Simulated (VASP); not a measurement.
Input of a VASP 6.6.1 run:

POSCAR

```
WS2
1.0
    3.1697138081      0.0000000000      0.0000000000
   -1.5848569041      2.7450526806      0.0000000000
    0.0000000000      0.0000000000     16.9263324119
W S
1 2
Direct
    0.3333333333      0.6666666667      0.0000000000
    0.6666666667      0.3333333333      0.9076849997
    0.6666666667      0.3333333333      0.0923150003
```

Contents of INCAR.step1:

```
PREC = Accurate
ENCUT = 520
ISMEAR = 0
SIGMA = 0.01
LREAL = False
LASPH = True
NELM = 100
NBANDS = 20
GGA = PE
ALGO = Normal
EDIFF = 1E-4
LWAVE = True
LCHARG = False
```

Contents of INCAR.step2:

```
PREC = Accurate
ENCUT = 520
EDIFF = 1E-7
ISMEAR = 0
SIGMA = 0.01
LREAL = False
LASPH = True
NELM = 100
ALGO = Normal
ISIF = 2
LWAVE = False
LCHARG = False
METAGGA = R2SCAN
LMIXTAU = True
NBANDS = 20
ISTART = 1
```

KPOINTS

```
Automatic mesh
0
Gamma
  12 12 2
```

Potentials or basis: VASP PAW PBE potentials, release 64 (W_sv, S).

The run is started by

```console
$ cat potpaw_PBE.64/W_sv/POTCAR potpaw_PBE.64/S/POTCAR > POTCAR
$ cp INCAR.step1 INCAR
$ mpirun -np 1 vasp_std > vasp.out
$ cp INCAR.step2 INCAR
$ mpirun -np 1 vasp_std > vasp.out
```

(1) What does it give for the largest force?

(2) Estimate the band gap on the k mesh.

Answers

(1) 0.031 eV/Å.

(2) 1.98 eV, direct.

Caveat: the PAW data sets were made with another functional, which shifts forces and pressure a little; spin-orbit coupling is left out, which moves the levels of the heavy elements.
